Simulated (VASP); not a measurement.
**Sr: single point with revPBE**

Crystal: Sr.

```
Sr
1.0
     0.00000    3.04235    3.04235
     3.04235    0.00000    3.04235
     3.04235    3.04235    0.00000
Sr
1
Direct
  0.00000 0.00000 0.00000
```

| Quantity | Value |
| --- | --- |
| Program | VASP 6.6.1 |
| Task | single point |
| Functional | revPBE |
| Potentials or basis | VASP PAW PBE potentials, release 64 (Sr_sv) |
| Cutoff | 500 eV |
| k mesh | 9 × 9 × 9 |
| Occupations | methfessel-paxton, width 0.1 eV |
| Spin | no spin polarisation |
| Dipole correction | no |
| Further INCAR settings | ALGO = Normal; EDIFF = 1e-06; NBANDS = 11 |

The pressure is 0.2 GPa.

Levels at points of the mesh, in eV from the Fermi level:
```csv
k point,band 3,band 4,band 5,band 6,band 7,band 8
"(0.00, 0.00, 0.00)",-18.57,-18.57,-3.57,2.38,2.38,2.38
```

It took 23 s on 1 thread of Intel(R) Xeon(R) Platinum 8488C (Sapphire Rapids), with other jobs on the host, peak memory 0.17 GiB.

Caveat: the PAW data sets were made with another functional, which shifts forces and pressure a little.
